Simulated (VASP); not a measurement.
A run of VASP 6.6.1:

The input INCAR:

```
PREC = Accurate
ENCUT = 520
EDIFF = 1E-6
ISMEAR = 0
SIGMA = 0.05
LREAL = False
LASPH = True
NELM = 100
ALGO = Normal
ISIF = 2
LWAVE = False
LCHARG = False
GGA = PS
NBANDS = 16
```

File KPOINTS:

```
Automatic mesh
0
Gamma
  12 12 4
```

POSCAR

```
BN
1.0
    2.5043488457      0.0000000000      0.0000000000
   -1.2521744229      2.1688297203      0.0000000000
    0.0000000000      0.0000000000      7.0190956742
B N
2 2
Direct
    0.3333333333      0.6666666667      0.2500000000
    0.6666666667      0.3333333333      0.7500000000
    0.3803277742      0.5382754666      0.7500000000
    0.6666666667      0.3333333333      0.2500000000
```

Potentials or basis: VASP PAW PBE potentials, release 64 (B, N).

Launch:

```sh
$ cat potpaw_PBE.64/B/POTCAR potpaw_PBE.64/N/POTCAR > POTCAR
$ mpirun -np 1 vasp_std > vasp.out
```

Hardware: 1 thread of Intel(R) Xeon(R) 6975P-C (Granite Rapids), on a shared host.

Q: Estimate the wall time of this run.

A: Wall time 64 s on 1 thread of Intel(R) Xeon(R) 6975P-C (Granite Rapids), with other jobs on the host, peak memory 0.23 GiB. Counts: scf iterations 14, k points 222.
